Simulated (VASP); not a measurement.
# Ru (P6_3/mmc) in VASP: a series of runs

The runs below take Ru through single point, with r2SCAN.

Program: VASP 6.6.1. These are calculated values, not measurements. Logs are shortened: lines on timing, memory, paths and dates and some standing lists are left out, and cuts for length are marked.

### 1 The cell of the first run

Symmetry: P6_3/mmc, No. 194, hexagonal system. Conventional cell: a = 2.706 Å, b = 2.706 Å, c = 4.258 Å, α = 90.00°, β = 90.00°, γ = 120.00°. Ru (site symmetry -6m2) has 12 Ru at 2.64 to 2.71 Å within 3.5 Å.

### 2 Single point, r2SCAN

The input, POSCAR:

```
Ru
1.0
    2.7059477279      0.0000000000      0.0000000000
   -1.3529738639      2.3434194737      0.0000000000
    0.0000000000      0.0000000000      4.2579056513
Ru
2
Direct
    0.3333333333      0.6666666667      0.2500000000
    0.6666666667      0.3333333333      0.7500000000
```

The input, INCAR.step1:

```
PREC = Accurate ; ENCUT = 520
ISMEAR = -1 ; SIGMA = 0.1
LREAL = F ; LASPH = T
NELM = 60 ; NBANDS = 21
GGA = PE ; ALGO = Normal
EDIFF = 1E-4 ; LWAVE = T
LCHARG = F
```

The input, INCAR.step2:

```
PREC = Accurate ; ENCUT = 520
EDIFF = 1E-7 ; ISMEAR = -1
SIGMA = 0.1 ; LREAL = F
LASPH = T ; NELM = 60
ALGO = Normal ; ISIF = 2
LWAVE = F ; LCHARG = T
METAGGA = R2SCAN ; LMIXTAU = T
LELF = T ; LVHAR = T
NBANDS = 21 ; ISTART = 1
```

The input, KPOINTS:

```
regular mesh
0
Gamma
  11 11 6
```

Potentials or basis: VASP PAW PBE potentials, release 64 (Ru_pv).

Started as:

```sh
> cat potpaw_PBE.64/Ru_pv/POTCAR > POTCAR
> cp INCAR.step1 INCAR
> mpirun -np 1 vasp_std > vasp.out
> cp INCAR.step2 INCAR
> mpirun -np 1 vasp_std > vasp.out
```

OUTCAR:

```text
PREC = Accurate
   ENCUT = 520
   EDIFF = 1E-7
   ISMEAR = -1
   LREAL = F
   LASPH = T
   NELM = 60
   ISIF = 2
   METAGGA = R2SCAN
   ISTART = 1

 ion  position               nearest neighbor table
   1  0.333  0.667  0.250-   2 2.64   2 2.64   2 2.64   2 2.64   2 2.64   2 2.64
   2  0.667  0.333  0.750-   1 2.64   1 2.64   1 2.64   1 2.64   1 2.64   1 2.64

  LATTYP: Found a hexagonal cell.
 ALAT       =     2.7059477279
 C/A-ratio  =     1.5735358105

  Lattice vectors:

 A1 = (   2.7059477279,   0.0000000000,   0.0000000000)
 A2 = (  -1.3529738639,   2.3434194737,   0.0000000000)
 A3 = (   0.0000000000,   0.0000000000,   4.2579056513)

Analysis of symmetry for initial positions (statically):
=====================================================================
 Subroutine PRICEL returns:
 Original cell was already a primitive cell.

 Routine SETGRP: Setting up the symmetry group for a
 hexagonal supercell.

 Subroutine GETGRP returns: Found 24 space group operations
 (whereof 12 operations were pure point group operations)
 out of a pool of 24 trial point group operations.

The static configuration has the point symmetry D_3d.
 The point group associated with its full space group is D_6h.

Analysis of symmetry for dynamics (positions and initial velocities):
=====================================================================
 Subroutine PRICEL returns:
 Original cell was already a primitive cell.

 Routine SETGRP: Setting up the symmetry group for a
 hexagonal supercell.

 Subroutine GETGRP returns: Found 24 space group operations
 (whereof 12 operations were pure point group operations)
 out of a pool of 24 trial point group operations.

The dynamic configuration has the point symmetry D_3d.
 The point group associated with its full space group is D_6h.

 Subroutine INISYM returns: Found 24 space group operations
 (whereof 12 operations are pure point group operations),
 and found     1 'primitive' translations

----------------------------------------------------------------------------------------

                                     Primitive cell

  volume of cell :      27.0001

  direct lattice vectors                    reciprocal lattice vectors
     2.705947728  0.000000000  0.000000000     0.369556289  0.213363423  0.000000000
    -1.352973864  2.343419474  0.000000000     0.000000000  0.426726846  0.000000000
     0.000000000  0.000000000  4.257905651     0.000000000  0.000000000  0.234857247

  length of vectors
     2.705947728  2.705947728  4.257905651     0.426726846  0.426726846  0.234857247

  position of ions in fractional coordinates (direct lattice)
     0.333333333  0.666666667  0.250000000
     0.666666667  0.333333333  0.750000000

  ion indices of the primitive-cell ions
   primitive index   ion index
                 1           1
                 2           2

----------------------------------------------------------------------------------------

 KPOINTS: regular mesh

Automatic generation of k-mesh.
 Grid dimensions read from file:
 generate k-points for:   11   11    6

 Generating k-lattice:

  Cartesian coordinates                     Fractional coordinates (reciprocal lattice)
     0.033596026  0.019396675  0.000000000     0.090909091  0.000000000  0.000000000
     0.000000000  0.038793350  0.000000000     0.000000000  0.090909091  0.000000000
     0.000000000  0.000000000  0.039142875     0.000000000  0.000000000  0.166666667

  Length of vectors
     0.038793350  0.038793350  0.039142875

  Shift w.r.t. Gamma in fractional coordinates (k-lattice)
     0.000000000  0.000000000  0.000000000

 Subroutine IBZKPT returns following result:
 ===========================================

 Found     64 irreducible k-points:

 Following reciprocal coordinates:
            Coordinates               Weight
  0.000000  0.000000  0.000000      1.000000
  0.090909  0.000000  0.000000      6.000000
  0.181818 -0.000000  0.000000      6.000000
  0.272727  0.000000  0.000000      6.000000
  0.363636  0.000000  0.000000      6.000000
  0.454545 -0.000000  0.000000      6.000000
[... 16 lines left out ...]
  0.090909  0.090909  0.166667     12.000000
  0.181818  0.090909  0.166667     24.000000
 [... further k-points ...]
   k-points           NKPTS =     64   k-points in BZ     NKDIM =     64   number of bands    NBANDS=     21
   number of dos      NEDOS =    301   number of ions     NIONS =      2
   total plane-waves  NPLWV =  12800
   dimension x,y,z NGX =    20 NGY =   20 NGZ =   32
   dimension x,y,z NGXF=    40 NGYF=   40 NGZF=   64
   ions per type =               2
   NGX,Y,Z   is equivalent  to a cutoff of  12.29, 12.29, 12.49 a.u.
   NGXF,Y,Z  is equivalent  to a cutoff of  24.57, 24.57, 24.99 a.u.
 SYSTEM =  unknown system
   PREC   = accura    normal or accurate (medium, high low for compatibility)
   ISTART =      1    job   : 0-new  1-cont  2-samecut
   ICHARG =      0    charge: 1-file 2-atom 10-const
   ISPIN  =      1    spin polarized calculation?
   LNONCOLLINEAR =      F non collinear calculations
   LSORBIT =      F    spin-orbit coupling
   LASPH  =      T    aspherical Exc in radial PAW
   ENCUT  =  520.0 eV  38.22 Ry    6.18 a.u.   5.03  5.03  7.92*2*pi/ulx,y,z
   NELM   =     60;   NELMIN=  2; NELMDL=  0     # of ELM steps
   EDIFF  = 0.1E-06   stopping-criterion for ELM
   LREAL  =      F    real-space projection
   EDIFFG = 0.1E-05   stopping-criterion for IOM
   NSW    =      0    number of steps for IOM
   IBRION =     -1    ionic relax: 0-MD 1-quasi-New 2-CG
   NFREE  =      0    steps in history (QN), initial steepest desc. (CG)
   ISIF   =      2    stress and relaxation
   ISYM   =      2    0-nonsym 1-usesym 2-fastsym
   POTIM  = 0.5000    time-step for ionic-motion
   TEBEG  =    0.0;   TEEND  =   0.0 temperature during run
   PSTRESS=    0.0 pullay stress
   NELECT =      28.0000    total number of electrons
   NUPDOWN=      -1.0000    fix difference up-down
   EMIN   =  10.00;   EMAX   =-10.00  energy-range for DOS
   EFERMI =   0.00;   METHOD = LEGACY
   ISMEAR =    -1;   SIGMA  =   0.10  broadening in eV -4-tet -1-fermi 0-gaus
   EFERMI_NEDOS =   21; number of points for ismear=-14 and -15
   IALGO  =     38    algorithm
   IMIX   =      4    mixing-type and parameters
     AMIX     =   0.40;   BMIX     =  1.00
     AMIX_MAG =   1.60;   BMIX_MAG =  1.00
  volume/ion in A,a.u.               =      13.50        91.10
  Fermi-wavevector in a.u.,A,eV,Ry     =   1.657063  3.131395 37.359663  2.745858
  Thomas-Fermi vector in A             =   2.744880
   LORBIT       =      0    0 simple, 1 ext, 2 COOP (PROOUT), +10 PAW based schemes
   METAGGA = R2SCAN    functional components
   LHFCALC =     F    Hartree Fock is set to
   AEXX    =    0.0000 exact exchange contribution
   IVDW    =     0    specifies the selected vdW correction
   LEPSILON=     F    determine dielectric tensor
   LRPA    =     F    only Hartree local field effects (RPA)
 non-spin polarized calculation
  energy-cutoff  :      520.00
  volume of cell :       27.00
 maximum number of plane-waves:       742
 NGX is ok and might be reduce to    20
   NGX =  9   NGY =  9   NGZ = 15

 number of electron      28.0000003 magnetization

 Free energy of the ion-electron system (eV)
  ---------------------------------------------------
  ext. energy  EPLUGINS =         0.00000000
  ---------------------------------------------------
  free energy    TOTEN  =       -50.87434549 eV

  energy without entropy =      -50.81643181  energy(sigma->0) =      -50.84538865

 E-fermi :  12.7839     XC(G=0): -15.4480

 val. band max:       12.7664883302   @ k =   0.3636   0.0909   0.3333
 cond. band min:      12.7906797471   @ k =   0.3636   0.0000   0.3333
 fundamental gap:      0.0241914169
 Fermi energy:        12.7838977959

 k-point     1 :       0.0000    0.0000    0.0000
  band No.  band energies     occupation
      1     -32.2854      2.00000
      2     -31.2601      2.00000
      3     -31.2601      2.00000
      4     -31.0684      2.00000
      5     -31.0684      2.00000
      6     -31.0143      2.00000
[... 13 lines left out ...]
     20      21.2385      0.00000
     21      23.8162      0.00000

 k-point     2 :       0.0909    0.0000    0.0000
  band No.  band energies     occupation
      1     -32.2545      2.00000
      2     -31.3243      2.00000
      3     -31.2819      2.00000
      4     -31.1355      2.00000
      5     -31.0770      2.00000
      6     -31.0291      2.00000
[... 13 lines left out ...]
     20      21.2384      0.00000
     21      23.7657      0.00000

 k-point     3 :       0.1818   -0.0000    0.0000
  band No.  band energies     occupation
      1     -32.1668      2.00000
      2     -31.4964      2.00000
      3     -31.3381      2.00000
      4     -31.3108      2.00000
      5     -31.1017      2.00000
      6     -31.0735      2.00000
[... 13 lines left out ...]
     20      21.2384      0.00000
     21      23.6048      0.00000

 k-point     4 :       0.2727    0.0000    0.0000
  band No.  band energies     occupation
      1     -32.0367      2.00000
      2     -31.7220      2.00000
      3     -31.5312      2.00000
      4     -31.4084      2.00000
      5     -31.1465      2.00000
      6     -31.1367      2.00000
[... 13 lines left out ...]
     20      21.2498      0.00000
     21      23.3856      0.00000

 k-point     5 :       0.3636    0.0000    0.0000
  band No.  band energies     occupation
      1     -31.9288      2.00000
      2     -31.8896      2.00000
      3     -31.7255      2.00000
      4     -31.4705      2.00000
      5     -31.2409      2.00000
      6     -31.1705      2.00000
[... 13 lines left out ...]
     20      22.7211      0.00000
     21      23.5201      0.00000
[... 382 lines left out ...]
     20      21.2385      0.00000
     21      24.5144      0.00000

 k-point    22 :       0.4545   -0.0000    0.1667
  band No.  band energies     occupation
      1     -32.1179      2.00000
      2     -31.9123      2.00000
      3     -31.6574      2.00000
      4     -31.4859      2.00000
      5     -31.2958      2.00000
      6     -31.2128      2.00000
[... 13 lines left out ...]
     20      21.2384      0.00000
     21      23.9775      0.00000

 k-point    23 :       0.0909    0.0909    0.1667
  band No.  band energies     occupation
      1     -32.1330      2.00000
      2     -31.4055      2.00000
      3     -31.3567      2.00000
      4     -31.2720      2.00000
      5     -31.1188      2.00000
      6     -31.0879      2.00000
[... 13 lines left out ...]
     20      21.2384      0.00000
     21      25.1517      0.00000

 k-point    24 :       0.1818    0.0909    0.1667
  band No.  band energies     occupation
      1     -32.0566      2.00000
      2     -31.5779      2.00000
      3     -31.5240      2.00000
      4     -31.3583      2.00000
      5     -31.1671      2.00000
      6     -31.1261      2.00000
[... 13 lines left out ...]
     20      21.2384      0.00000
     21      25.2674      0.00000

 [... further k-points ...]
[... 5 lines left out ...]
  --------------------------------------------------------------------------------------
  -------------------------------------------------------------------------------------
  Total        0.1676582      0.1676582      0.4907934      0.0000000      0.0000000      0.0000000
  in kB        9.9487805      9.9487805     29.1235154      0.0000000      0.0000000      0.0000000
  external PRESSURE =      16.3403588 kB  Pullay stress =       0.0000000 kB

 VOLUME and BASIS-vectors are now :
 -----------------------------------------------------------------------------
  energy-cutoff  :      520.00
  volume of cell :       27.00
      direct lattice vectors                 reciprocal lattice vectors
     2.705947728  0.000000000  0.000000000     0.369556289  0.213363423  0.000000000
    -1.352973864  2.343419474  0.000000000     0.000000000  0.426726846  0.000000000
     0.000000000  0.000000000  4.257905651     0.000000000  0.000000000  0.234857247

 POSITION                                       TOTAL-FORCE (eV/Angst)
 -----------------------------------------------------------------------------------
     -0.00000      1.56228      1.06448        -0.000000      0.000000      0.000000
      1.35297      0.78114      3.19343         0.000000     -0.000000      0.000000
 -----------------------------------------------------------------------------------
    total drift:                               -0.000000      0.000000     -0.000000

  FREE ENERGIE OF THE ION-ELECTRON SYSTEM (eV)
  ---------------------------------------------------
  free  energy   TOTEN  =       -50.8743454933 eV

  energy  without entropy=      -50.8164318079  energy(sigma->0) =      -50.84538865
```

Run time: 3.1 min. Hardware: 1 thread of AMD EPYC 7R43 (Zen 3), shared host; peak memory 0.12 GiB.

What came out:

```
Free energy            : -50.8743 eV
Pressure               : 1.6 GPa
Band gap on the k mesh : zero (band 14 reaches 14.37 eV, above the bottom of band 15 at 11.12 eV)
```

Caveat: the PAW data sets were made with another functional, which shifts forces and pressure a little.

(Continued in part 2 of 2.)
